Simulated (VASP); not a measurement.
**Cd: single point with PBEsol**

The system is Cd.

```xyz
4
Lattice="3.1165 0.0000 0.0000 -1.5583 2.6990 0.0000 0.0000 0.0000 9.9232" Properties=species:S:1:pos:R:3 pbc="T T T"
Cd    3.1165    0.0000    0.0000
Cd    3.1165    0.0000    4.9616
Cd    0.0000    1.7993    2.4808
Cd    1.5583    0.8997    7.4424
```

- Program: VASP 6.6.1
- Task: single point
- Functional: PBEsol
- Potentials or basis: VASP PAW PBE potentials, release 64 (Cd)
- Cutoff: 520 eV
- k mesh: 13 × 13 × 4
- Occupations: fermi-dirac, width 0.1 eV
- Spin: no spin polarisation
- Dipole correction: no
- Further INCAR settings: ALGO = Normal; EDIFF = 1e-06; NBANDS = 32

The pressure is 0.5 GPa and the band gap on the k mesh is zero (band 24 reaches 4.77 eV, above the bottom of band 25 at 2.04 eV).

Stress tensor (GPa, compression positive):
```
0.40 0.00 0.00
0.00 0.40 0.00
0.00 0.00 0.66
```

Levels at points of the mesh, in eV from the Fermi level:
```
           k point  band 20  band 21  band 22  band 23  band 24  band 25  band 26  band 27  band 28  band 29
(0.00, 0.00, 0.00)    -8.43    -8.43    -7.41    -7.39    -2.53    -1.07     6.81     6.81    12.37    12.37
(0.00, 0.00, 0.50)    -8.51    -8.51    -8.51    -5.08    -5.08     2.24     2.24    11.81    11.81    12.71
```

It took 68 s on 1 thread of Intel(R) Xeon(R) 6975P-C (Granite Rapids), on a shared host, peak memory 0.26 GiB.

Caveat: the PAW data sets were made with another functional, which shifts forces and pressure a little.
